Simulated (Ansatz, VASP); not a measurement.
Cs2B in VASP and in Ansatz

```
Cs B
1.0
     0.00000    4.15325    4.15325
     4.15325    0.00000    4.15325
     4.15325    4.15325    0.00000
Cs B
2 1
Cartesian
  2.0766 2.0766 2.0766
  6.2299 6.2299 6.2299
  0.0000 0.0000 0.0000
```

Alike in both runs: functional PBE; k mesh 10 × 10 × 10; occupations gaussian, width 0.1 eV; no spin polarisation.

Ansatz relaxed the structure, and its values are those at the end. VASP's run is a single point on that final structure, the one shown.

```csv
,VASP,Ansatz
version,VASP 6.6.1,Ansatz 0.2.0
potentials or method,"VASP PAW PBE potentials, release 64 (Cs_sv, B), cutoff 520 eV","scalar-relativistic, plane waves, PAW"
valence electrons in the cell,21,21
```

```tsv
	VASP	Ansatz	Ansatz less VASP
gap on the k mesh at the Fermi level (eV)	none	none	-
pressure (GPa)	0.0	0.0	-0.02
```

A gap of «none» marks a metal or a gap that the smearing closes.

Spin-orbit coupling is off throughout.
